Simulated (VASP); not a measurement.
# BeTe (F-43m) in VASP: a series of runs, part 2 of 2

VASP 6.6.1. Earlier steps stand in the parts before.

## Step 5: Single point, PBE

This run uses another cell than the first one, of 22.72 Å³/atom, 1.254 times its volume.

Contents of INCAR:

```
PREC     = Accurate       # precision mode
ENCUT    = 600            # plane-wave cutoff, eV
EDIFF    = 1E-6           # SCF threshold, eV
ISMEAR   = 0              # smearing method
SIGMA    = 0.01           # smearing width, eV
LREAL    = F              # projectors in reciprocal space
LASPH    = T              # aspherical terms in the spheres
NELM     = 120            # most SCF steps
ALGO     = Normal         # electronic algorithm
ISIF     = 2              # what is computed and relaxed
LWAVE    = F              # write WAVECAR
LCHARG   = F              # write CHGCAR
GGA      = PE             # functional
NBANDS   = 11             # bands
GGA_COMPAT= F
```

Contents of KPOINTS:

```
regular mesh
0
Gamma
  6 6 6
```

Contents of POSCAR:

```
BeTe
1.0
    0.0000000000      2.8324262124      2.8324262124
    2.8324262124      0.0000000000      2.8324262124
    2.8324262124      2.8324262124      0.0000000000
Be Te
1 1
Direct
    0.0000000000      0.0000000000      0.0000000000
    0.2500000000      0.2500000000      0.2500000000
```

On the command line:

```
$ cat potpaw_PBE.64/Be/POTCAR potpaw_PBE.64/Te/POTCAR > POTCAR
$ mpirun -np 1 vasp_std > vasp.out
```

Run time: 17 s. Hardware: 1 thread of Intel Xeon 8259CL, shared host; peak memory 0.18 GiB.

The run converged. Its results:

| Item | Value |
| --- | --- |
| Free energy | -7.6189 eV |
| Pressure | 0.1 GPa |
| Band gap on the k mesh | 2.01 eV, indirect (least direct gap 3.62 eV) |

Levels at points of the mesh, in eV from the valence-band top:
| k point | band 1 | band 2 | band 3 | band 4 | band 5 | band 6 | band 7 | band 8 |
| --- | --- | --- | --- | --- | --- | --- | --- | --- |
| (0.00, 0.00, 0.00) | -12.18 | 0.00 | 0.00 | 0.00 | 3.62 | 3.62 | 3.62 | 3.69 |
| (0.50, 0.00, 0.00) | -10.88 | -5.43 | -1.10 | -1.10 | 3.03 | 4.60 | 4.60 | 7.82 |
| (0.50, 0.50, 0.00) | -10.41 | -5.02 | -2.58 | -2.58 | 2.01 | 2.69 | 9.59 | 9.59 |

Caveat: spin-orbit coupling is left out, which moves the levels of the heavy elements. Expect the measured gap to be larger: semilocal functionals such as PBE lack the derivative discontinuity.

## Step 6: Relaxation of cell and atoms, PBE

This run uses another cell than the first one, of 21.25 Å³/atom, 1.172 times its volume.

Contents of INCAR:

```
SYSTEM = BeTe
PREC     = Accurate       ! precision mode
ENCUT    = 600            ! plane-wave cutoff, eV
EDIFF    = 1E-7           ! SCF threshold, eV
ISMEAR   = 0              ! smearing method
SIGMA    = 0.01           ! smearing width, eV
LREAL    = .False.        ! projectors in reciprocal space
LASPH    = .True.         ! aspherical terms in the spheres
NELM     = 120            ! most SCF steps
ALGO     = Normal         ! electronic algorithm
ISIF     = 3              ! what is computed and relaxed
LWAVE    = .False.        ! write WAVECAR
LCHARG   = .False.        ! write CHGCAR
GGA      = PE             ! functional
IBRION   = 2              ! ionic algorithm
NSW      = 50             ! ionic steps
EDIFFG   = -0.02          ! ionic threshold
GGA_COMPAT= .False.      
NELMIN   = 4
```

Contents of KPOINTS:

```
Automatic mesh
0
Gamma
  6 6 6
  0 0 0
```

Contents of POSCAR:

```
BeTe
1.0
    0.0000000000      2.7700000000      2.7700000000
    2.7700000000      0.0000000000      2.7700000000
    2.7700000000      2.7700000000      0.0000000000
Be Te
1 1
Direct
    0.0000000000      0.0000000000      0.0000000000
    0.2500000000      0.2500000000      0.2500000000
```

Potentials or basis: VASP PAW PBE potentials, release 64 (Be, Te).

On the command line:

```
$ cat potpaw_PBE.64/Be/POTCAR potpaw_PBE.64/Te/POTCAR > POTCAR
$ mpirun -np 1 vasp_std > vasp.out
```

OUTCAR:

```text
SYSTEM = BeTe
   PREC = Accurate
   ENCUT = 600
   EDIFF = 1E-7
   ISMEAR = 0
   LREAL = .False.
   LASPH = .True.
   NELM = 120
   ISIF = 3
   GGA = PE
   IBRION = 2
   NSW = 50
   EDIFFG = -0.02
   NELMIN = 4

 ion  position               nearest neighbor table
   1  0.000  0.000  0.000-   2 2.40   2 2.40   2 2.40   2 2.40
   2  0.250  0.250  0.250-   1 2.40   1 2.40   1 2.40   1 2.40

  LATTYP: Found a face centered cubic cell.
 ALAT       =     5.5400000000

  Lattice vectors:

 A1 = (   0.0000000000,   2.7700000000,   2.7700000000)
 A2 = (   2.7700000000,   0.0000000000,   2.7700000000)
 A3 = (   2.7700000000,   2.7700000000,   0.0000000000)

Analysis of symmetry for initial positions (statically):
=====================================================================
 Subroutine PRICEL returns:
 Original cell was already a primitive cell.

 Routine SETGRP: Setting up the symmetry group for a
 face centered cubic supercell.

 Subroutine GETGRP returns: Found 24 space group operations
 (whereof 24 operations were pure point group operations)
 out of a pool of 48 trial point group operations.

The static configuration has the point symmetry T_d .
[... 141 lines left out ...]
   NGX = 15   NGY = 15   NGZ = 15

--------------------------------------- Ionic step        1  -------------------------------------------

 number of electron       8.0000000 magnetization

 Free energy of the ion-electron system (eV)
  ---------------------------------------------------
  ext. energy  EPLUGINS =         0.00000000
  ---------------------------------------------------
  free energy    TOTEN  =        -7.57843651 eV

  energy without entropy =       -7.57843651  energy(sigma->0) =       -7.57843651

------------------------ aborting loop because EDIFF is reached ----------------------------------------

  FORCE on cell =-STRESS in cart. coord.  units (eV):
  Direction    XX          YY          ZZ          XY          YZ          ZX
  --------------------------------------------------------------------------------------
  -------------------------------------------------------------------------------------
  Total        1.1943046      1.1943046      1.1943046      0.0000000     -0.0000000     -0.0000000
  in kB       45.0149091     45.0149091     45.0149091      0.0000000     -0.0000000     -0.0000000
  external PRESSURE =      45.0149091 kB  Pullay stress =       0.0000000 kB
[... 59 lines left out ...]
--------------------------------------- Ionic step        3  -------------------------------------------

 number of electron       8.0000000 magnetization

 Free energy of the ion-electron system (eV)
  ---------------------------------------------------
  ext. energy  EPLUGINS =         0.00000000
  ---------------------------------------------------
  free energy    TOTEN  =        -7.61886883 eV

  energy without entropy =       -7.61886883  energy(sigma->0) =       -7.61886883

 E-fermi :   4.9607     XC(G=0):  -8.9762

 val. band max:        4.8799240018   @ k =   0.0000   0.0000   0.0000
 cond. band min:       6.9002787179   @ k =   0.5000   0.5000   0.0000
 fundamental gap:      2.0203547161
 Fermi energy:         4.9607150573

 k-point     1 :       0.0000    0.0000    0.0000
  band No.  band energies     occupation
      1      -7.2885      2.00000
      2       4.8799      2.00000
      3       4.8799      2.00000
      4       4.8799      2.00000
      5       8.5042      0.00000
      6       8.5042      0.00000
      7       8.5042      0.00000
      8       8.5580      0.00000
[... 192 lines left out ...]
  FREE ENERGIE OF THE ION-ELECTRON SYSTEM (eV)
  ---------------------------------------------------
  free  energy   TOTEN  =        -7.6188688345 eV

  energy  without entropy=       -7.6188688345  energy(sigma->0) =       -7.61886883

 reached required accuracy - stopping structural energy minimisation
```

CONTCAR:

```text
BeTe
   1.00000000000000
     0.0000000000000000    2.8345784089107444    2.8345784089107444
     2.8345784089107444   -0.0000000000000000    2.8345784089107444
     2.8345784089107444    2.8345784089107444   -0.0000000000000000
  Be              Te
     1     1
Direct
     0.0000000000000000    0.0000000000000000    0.0000000000000000
     0.2500000000000000    0.2500000000000000    0.2500000000000000

  0.00000000E+00  0.00000000E+00  0.00000000E+00
  0.00000000E+00  0.00000000E+00  0.00000000E+00
```

Wall time 39 s (1 thread of Intel Xeon 8259CL, shared host); peak memory 0.19 GiB.

Results:

| Item | Value |
| --- | --- |
| Free energy | -7.6189 eV |
| Relaxed volume | 22.78 Å³/atom |
| Relaxed cell | a = 4.009 Å, b = 4.009 Å, c = 4.009 Å, α = 60.00°, β = 60.00°, γ = 60.00° |
| Space group after relaxing (to 0.05 Å) | F-43m (No. 216) |
| Energy gained by relaxing | 20.2 meV/atom |
| Ionic steps | 3 |
| Pressure after relaxing | 0.0 GPa |
| Band gap on the k mesh | 2.02 eV, indirect (least direct gap 3.62 eV) |

The path:
| step | energy change (eV) | largest force (eV/Å) | pressure (GPa) | volume (Å³) |
| --- | --- | --- | --- | --- |
| 1 | 0.0000 | 0.0000 | 4.50 | 42.51 |
| 2 | -0.0384 | 0.0000 | -0.87 | 46.29 |
| 3 | -0.0404 | 0.0000 | 0.01 | 45.55 |

Final structure:
```
CELL_PARAMETERS angstrom
0.00000 2.83458 2.83458
2.83458 0.00000 2.83458
2.83458 2.83458 0.00000
ATOMIC_POSITIONS crystal
Be 0.00000 0.00000 0.00000
Te 0.25000 0.25000 0.25000
```

Caveat: spin-orbit coupling is left out, which moves the levels of the heavy elements. PBE usually gives volumes a little too large and moduli too small.

## Step 7: The runs side by side

| task | cell | gap on the mesh (eV) | pressure (GPa) |
| --- | --- | --- | --- |
| single point | a = 3.715 Å, angles 60.0°, 2 atoms | 1.37 | 20.3 |
| single point | a = 3.830 Å, angles 60.0°, 2 atoms | 1.66 | 10.2 |
| single point | a = 3.906 Å, angles 60.0°, 2 atoms | 1.82 | 5.2 |
| single point | a = 4.006 Å, angles 60.0°, 2 atoms | 2.01 | 0.1 |
| relaxation of cell and atoms | relaxed from a = 3.917 Å, angles 60.0°, 2 atoms | 2.02 | 0.0 |

Alike in all rows: level PBE; potentials or basis VASP PAW PBE potentials, release 64 (Be, Te); no spin polarisation; k mesh 6 × 6 × 6; cutoff (eV) 600; smearing gaussian 0.01 eV.

Caveats: spin-orbit coupling is left out, which moves the levels of the heavy elements.

Absolute energies hang on the potentials; compare differences alone.
